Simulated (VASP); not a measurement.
Input of a VASP 6.6.1 run:

INCAR

```
PREC = Accurate ; ENCUT = 520
EDIFF = 1E-6 ; ISMEAR = 1
SIGMA = 0.1 ; LREAL = False
LASPH = True ; NELM = 60
ALGO = Normal ; ISIF = 2
LWAVE = False ; LCHARG = True
GGA = PE ; LELF = True
LVHAR = True ; NBANDS = 15
```

The input KPOINTS:

```
regular mesh
0
Gamma
  13 13 10
```

The input POSCAR:

```
HfB2
1.0
    3.1400000000     -0.0471000000      0.0000000000
   -1.6107898000      2.7428700000      0.0000000000
    0.0000000000      0.0000000000      3.4800000000
Hf B
1 2
Direct
    0.0000000000      0.0000000000      0.0000000000
    0.3333333333      0.6666666667      0.5000000000
    0.6666666667      0.3333333333      0.5000000000
```

Potentials or basis: VASP PAW PBE potentials, release 64 (Hf_pv, B).

Launch:

```console
$ cat potpaw_PBE.64/Hf_pv/POTCAR potpaw_PBE.64/B/POTCAR > POTCAR
$ mpirun -np 1 vasp_std > vasp.out
```

(1) What does it give for the pressure?

(2) Estimate the band gap on the k mesh.

## Answers

(1) 1.2 GPa.

(2) zero (bands 8 and 9 overlap by 1.12 eV).

Caveat: spin-orbit coupling is left out, which moves the levels of the heavy elements.
